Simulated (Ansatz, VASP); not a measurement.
## K: VASP beside Ansatz

```xyz
1
Lattice="-2.6976 2.6976 2.6976 2.6976 -2.6976 2.6976 2.6976 2.6976 -2.6976" Properties=species:S:1:pos:R:3 pbc="T T T"
K     0.0000    0.0000    0.0000
```

Alike in both runs: functional RPBE; k mesh 7 × 7 × 7; occupations fermi-dirac, width 0.05 eV; no spin polarisation.

|  | VASP | Ansatz |
| --- | --- | --- |
| version | VASP 6.6.1 | Ansatz 0.2.0 |
| potentials or method | VASP PAW PBE potentials, release 64 (K_sv), cutoff 520 eV | all-electron LAPW, scalar-relativistic |
| task | single point | band structure |

|  | VASP | Ansatz | Ansatz less VASP |
| --- | --- | --- | --- |
| gap on the k mesh at the Fermi level (eV) | none | none | - |
| pressure (GPa) | 0.1 | 0.1 | +0.01 |

VASP's potentials were made for PBE, not for RPBE. A gap of «none» marks a metal or a gap that the smearing closes. Ansatz ran all-electron here, and VASP with PAW potentials.
